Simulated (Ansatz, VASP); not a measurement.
One calculation of SnO, two programs

Contents of INCAR:

```
SYSTEM = SnO
PREC = Accurate
ENCUT = 520
EDIFF = 1E-6
ISMEAR = 0
SIGMA = 0.02
LREAL = .False.
LASPH = .True.
NELM = 100
ALGO = Normal
ISIF = 2
LWAVE = .False.
LCHARG = .True.
GGA = PE
LELF = .True.
LVHAR = .True.
NBANDS = 28
```

Contents of KPOINTS:

```
Automatic mesh
0
Gamma
  7 7 5
  0 0 0
```

Contents of POSCAR:

```
SnO
1.0
    3.8136952200      0.0000000000      0.0000000000
    0.0000000000      3.8136952200      0.0000000000
    0.0000000000      0.0000000000      4.8869133000
Sn O
2 2
Direct
    0.5000000000      0.0000000000      0.7646261400
    0.0000000000      0.5000000000      0.2333275786
    0.0000000000      0.0000000000      0.0000000000
    0.5000000000      0.5000000000      0.0000000000
```

Input for Ansatz:

```yaml
crystal:
  lattice:
    - [3.81369522, 0.0, 0.0]
    - [0.0, 3.81369522, 0.0]
    - [0.0, 0.0, 4.8869133]
  atoms:
    - { symbol: Sn, position: [0.5, 0.0, 0.76462614] }
    - { symbol: Sn, position: [0.0, 0.5, 0.2333275786] }
    - { symbol: O, position: [0.0, 0.0, 0.0] }
    - { symbol: O, position: [0.5, 0.5, 0.0] }
hamiltonian:
  xc: pbe
kpoints:
  mp_grid: { grid: [7, 7, 5] }
scf:
  occupations: { method: gaussian, width: 0.02 }
  convergence: { dr2_threshold: 1.0e-11 }
basis:
  ecutwfc: 600
output:
  forces: true
```

Alike in both runs: task single point; functional PBE; k mesh 7 × 7 × 5; occupations gaussian, width 0.02 eV; no spin polarisation.

```csv
,VASP,Ansatz
version,VASP 6.6.1,Ansatz 0.2.0
potentials or method,"VASP PAW PBE potentials, release 64 (Sn_d, O), cutoff 520 eV","scalar-relativistic, plane waves, PAW"
valence electrons in the cell,40,40
```

Ansatz gave:

* rms of the force components (eV/Å): 0.189

Question: What did VASP give for the same quantities?

Answer: rms of the force components (eV/Å): 0.227.

Atom by atom the forces differ by 0.038 eV/Å (rms over components). The functional is the same, so the differences come from potentials, cutoffs and numerics.
